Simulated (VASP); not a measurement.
# WF3 in VASP: further runs, part 2 of 2

VASP 6.6.1. The steps go on from the part before.

## 3. Relaxation of cell and atoms, PBE, collinear spin

This run uses another cell than the first one, of 13.02 Å³/atom.

INCAR reads:

```
ALGO = Normal
EDIFF = 1E-7
EDIFFG = -0.04
ENCUT = 600
GGA = PE
IBRION = 2
ISIF = 3
ISMEAR = 0
ISPIN = 2
LASPH = True
LCHARG = False
LMAXMIX = 4
LORBIT = 11
LREAL = False
LWAVE = False
MAGMOM = 2.15 0.06 0.06 0.06
NELM = 150
NSW = 90
PREC = Accurate
SIGMA = 0.1
```

KPOINTS reads:

```
k-points
0
Gamma
  6 6 6
```

POSCAR reads:

```
WF3
1.0
    3.7172115500      0.0000000000      0.0000000000
    0.0000000000      3.7172115500      0.0000000000
    0.0000000000      0.0000000000      3.7697252700
W F
1 3
Direct
    0.0000000000      0.0000000000      0.0000000000
    0.5000000000      0.5000000000      0.0000000000
    0.0000000000      0.5000000000      0.5000000000
    0.5000000000      0.0000000000      0.5000000000
```

Potentials or basis: VASP PAW PBE potentials, release 64 (W_sv, F).

Started as:

```
$ cat potpaw_PBE.64/W_sv/POTCAR potpaw_PBE.64/F/POTCAR > POTCAR
$ mpirun -np 1 vasp_std > vasp.out
```

OUTCAR:

```text
EDIFF = 1E-7
   EDIFFG = -0.04
   ENCUT = 600
   GGA = PE
   IBRION = 2
   ISIF = 3
   ISMEAR = 0
   ISPIN = 2
   LASPH = True
   LORBIT = 11
   LREAL = False
   NELM = 150
   NSW = 90
   PREC = Accurate

 ion  position               nearest neighbor table
   1  0.000  0.000  0.000-   2 2.63   2 2.63   2 2.63   2 2.63   4 2.65   3 2.65   3 2.65   3 2.65
                             4 2.65   4 2.65   4 2.65   3 2.65
   2  0.500  0.500  0.000-   1 2.63   1 2.63   1 2.63   1 2.63
   3  0.000  0.500  0.500-   1 2.65   1 2.65   1 2.65   1 2.65
   4  0.500  0.000  0.500-   1 2.65   1 2.65   1 2.65   1 2.65

  LATTYP: Found a simple tetragonal cell.
 ALAT       =     3.7172115500
 C/A-ratio  =     1.0141271809

  Lattice vectors:

 A1 = (   3.7172115500,   0.0000000000,   0.0000000000)
 A2 = (   0.0000000000,   3.7172115500,   0.0000000000)
 A3 = (   0.0000000000,   0.0000000000,   3.7697252700)

Analysis of symmetry for initial positions (statically):
=====================================================================
 Subroutine PRICEL returns:
 Original cell was already a primitive cell.

 Routine SETGRP: Setting up the symmetry group for a
 simple tetragonal supercell.

 Subroutine GETGRP returns: Found 16 space group operations
 (whereof 16 operations were pure point group operations)
 out of a pool of 16 trial point group operations.

The static configuration has the point symmetry D_4h.

Analysis of symmetry for dynamics (positions and initial velocities):
=====================================================================
 Subroutine PRICEL returns:
 Original cell was already a primitive cell.

 Routine SETGRP: Setting up the symmetry group for a
 simple tetragonal supercell.

 Subroutine GETGRP returns: Found 16 space group operations
 (whereof 16 operations were pure point group operations)
 out of a pool of 16 trial point group operations.

The dynamic configuration has the point symmetry D_4h.

Analysis of structural, dynamic, and magnetic symmetry:
=====================================================================
 Subroutine PRICEL returns:
 Original cell was already a primitive cell.
[... 136 lines left out ...]
   LORBIT       =     11    0 simple, 1 ext, 2 COOP (PROOUT), +10 PAW based schemes
   GGA     = PE    functional components
   LHFCALC =     F    Hartree Fock is set to
   AEXX    =    0.0000 exact exchange contribution
   IVDW    =     0    specifies the selected vdW correction
   LEPSILON=     F    determine dielectric tensor
   LRPA    =     F    only Hartree local field effects (RPA)
 conjugate gradient relaxation of ions
 spin polarized calculation
 Gauss-broadening in eV      SIGMA  =   0.10
  energy-cutoff  :      600.00
  volume of cell :       52.09
 maximum number of plane-waves:      1771
 NGX is ok and might be reduce to    30
   NGX = 15   NGY = 15   NGZ = 15

--------------------------------------- Ionic step        1  -------------------------------------------

 number of electron      35.0000009 magnetization       2.9999028

 Free energy of the ion-electron system (eV)
  ---------------------------------------------------
  ext. energy  EPLUGINS =         0.00000000
  ---------------------------------------------------
  free energy    TOTEN  =       -20.71384569 eV

  energy without entropy =      -20.70143952  energy(sigma->0) =      -20.70764260

 E-fermi :   3.1110     XC(G=0): -10.6960

 val. band max:        3.0907882506   @ k =   0.1667   0.1667   0.0000
 cond. band min:       3.1757969729   @ k =   0.3333   0.0000   0.5000
 fundamental gap:      0.0850087223
 Fermi energy:         3.1109561515

 spin component 1

 k-point     1 :       0.0000    0.0000    0.0000
  band No.  band energies     occupation
      1     -72.9202      1.00000
      2     -37.1474      1.00000
      3     -37.1474      1.00000
      4     -37.1464      1.00000
      5     -19.8206      1.00000
      6     -18.7645      1.00000
[... 1384 lines left out ...]
--------------------------------------- Ionic step        6  -------------------------------------------

 number of electron      34.9999992 magnetization       2.8714808

 Free energy of the ion-electron system (eV)
  ---------------------------------------------------
  ext. energy  EPLUGINS =         0.00000000
  ---------------------------------------------------
  free energy    TOTEN  =       -21.70025824 eV

  energy without entropy =      -21.68747124  energy(sigma->0) =      -21.69386474

 E-fermi :   6.6045     XC(G=0): -12.0502

 val. band max:        6.5810666982   @ k =   0.3333   0.3333   0.1667
 cond. band min:       6.7282125513   @ k =   0.1667   0.0000   0.1667
 fundamental gap:      0.1471458532
 Fermi energy:         6.6045387838

 spin component 1

 k-point     1 :       0.0000    0.0000    0.0000
  band No.  band energies     occupation
      1     -69.6307      1.00000
      2     -33.8954      1.00000
      3     -33.8954      1.00000
      4     -33.8954      1.00000
      5     -18.8728      1.00000
      6     -16.9184      1.00000
[... 1226 lines left out ...]
  FREE ENERGIE OF THE ION-ELECTRON SYSTEM (eV)
  ---------------------------------------------------
  free  energy   TOTEN  =       -21.7002582433 eV

  energy  without entropy=      -21.6874712425  energy(sigma->0) =      -21.69386474

 reached required accuracy - stopping structural energy minimisation

 total charge

# of ion       s       p       d       tot
------------------------------------------
    1        2.163   6.082   3.092  11.338
    2        1.746   4.317   0.000   6.064
    3        1.746   4.317   0.000   6.064
    4        1.746   4.317   0.000   6.064
--------------------------------------------------
tot          7.402  19.035   3.092  29.529

 magnetization (x)

# of ion       s       p       d       tot
------------------------------------------
    1        0.040   0.018   2.363   2.421
    2        0.011   0.010   0.000   0.021
    3        0.011   0.010   0.000   0.021
    4        0.011   0.010   0.000   0.021
--------------------------------------------------
tot          0.073   0.049   2.363   2.484
```

CONTCAR:

```text
WF3
   1.00000000000000
     3.4462146220826377    0.0000000000000000    0.0000000000000000
     0.0000000000000000    3.4462146220826377   -0.0000000000000000
     0.0000000000000000    0.0000000000000000    3.4467790178404747
  W               F
     1     3
Direct
     0.0000000000000000    0.0000000000000000    0.0000000000000000
     0.5000000000000000    0.5000000000000000    0.0000000000000000
     0.0000000000000000    0.5000000000000000    0.5000000000000000
     0.5000000000000000    0.0000000000000000    0.5000000000000000

  0.00000000E+00  0.00000000E+00  0.00000000E+00
  0.00000000E+00  0.00000000E+00  0.00000000E+00
  0.00000000E+00  0.00000000E+00  0.00000000E+00
  0.00000000E+00  0.00000000E+00  0.00000000E+00
```

It took 3.3 min on 1 thread of AMD EPYC 9R45 (Zen 5), shared host; peak memory 0.23 GiB.

What came out:

```yaml
Free_energy: -21.7003 eV
Relaxed_volume: 10.23 Å³/atom
Relaxed_cell: a = 3.446 Å, b = 3.446 Å, c = 3.447 Å, α = 90.00°, β = 90.00°, γ = 90.00°
Space_group_after_relaxing_to_0.1_Å: Pm-3m (No. 221)
Energy_gained_by_relaxing: 246.6 meV/atom
Ionic_steps: 6
Pressure_after_relaxing: -0.3 GPa
Net_moment: 2.87 μB per cell
Site_moments: W +2.42; F +0.02 μB
Valence_electrons_inside_the_program's_atomic_spheres: W 11.34; F 6.06
```

Step by step:
```tsv
step	energy change (eV)	largest force (eV/Å)	pressure (GPa)	volume (Å³)
1	0.0000	0.0000	-22.36	52.09
2	-0.9660	0.0000	4.64	39.55
3	-0.9852	0.0000	0.74	40.68
4	-0.9855	0.0000	-0.25	40.93
5	-0.9862	0.0000	-0.25	40.93
6	-0.9864	0.0000	-0.25	40.94
```

Final structure:
```
W F
1.0
     3.44621    0.00000    0.00000
     0.00000    3.44621    0.00000
     0.00000    0.00000    3.44678
W F
1 3
Direct
  0.00000 0.00000 0.00000
  0.50000 0.50000 0.00000
  0.00000 0.50000 0.50000
  0.50000 0.00000 0.50000
```

Levels at points of the mesh, in eV from the Fermi level:
Spin up:
| k point | band 15 | band 16 | band 17 | band 18 | band 19 | band 20 | band 21 | band 22 |
| --- | --- | --- | --- | --- | --- | --- | --- | --- |
| (0.00, 0.00, 0.00) | -3.50 | -3.50 | -2.86 | -2.86 | -0.86 | -0.86 | -0.86 | -0.32 |
| (0.50, 0.00, 0.00) | -3.94 | -3.94 | -1.04 | -0.74 | -0.18 | 1.29 | 1.29 | 4.84 |
| (0.50, 0.50, 0.00) | -4.53 | -3.19 | -0.48 | -0.40 | 0.67 | 1.26 | 1.26 | 5.53 |
| (0.00, 0.00, 0.50) | -3.94 | -3.94 | -1.05 | -0.74 | -0.18 | 1.29 | 1.29 | 4.84 |
| (0.50, 0.00, 0.50) | -4.54 | -3.19 | -0.48 | -0.40 | 0.67 | 1.26 | 1.26 | 5.53 |
| (0.50, 0.50, 0.50) | -3.16 | -3.16 | -0.98 | -0.98 | -0.98 | -0.06 | -0.06 | 3.34 |
Spin down:
| k point | band 12 | band 13 | band 14 | band 15 | band 16 | band 17 | band 18 | band 19 | band 20 | band 21 |
| --- | --- | --- | --- | --- | --- | --- | --- | --- | --- | --- |
| (0.00, 0.00, 0.00) | -5.27 | -5.27 | -3.45 | -3.45 | -3.45 | -0.72 | -0.71 | 1.04 | 1.04 | 1.04 |
| (0.50, 0.00, 0.00) | -5.81 | -5.80 | -4.88 | -3.87 | -3.86 | 1.12 | 1.19 | 1.48 | 2.90 | 2.90 |
| (0.50, 0.50, 0.00) | -6.12 | -6.12 | -4.73 | -4.32 | -3.14 | 1.38 | 1.63 | 2.85 | 2.85 | 2.88 |
| (0.00, 0.00, 0.50) | -5.81 | -5.81 | -4.88 | -3.86 | -3.86 | 1.11 | 1.19 | 1.47 | 2.90 | 2.90 |
| (0.50, 0.00, 0.50) | -6.12 | -6.12 | -4.73 | -4.32 | -3.14 | 1.38 | 1.63 | 2.85 | 2.85 | 2.88 |
| (0.50, 0.50, 0.50) | -4.08 | -4.08 | -4.08 | -3.11 | -3.11 | 0.83 | 0.83 | 0.84 | 2.31 | 2.31 |

Caveat: the volume moved by over 15 % at a fixed basis, so the end points are rough; the highest band is partly filled, so the run has too few bands; spin-orbit coupling is left out, which moves the levels of the heavy elements.
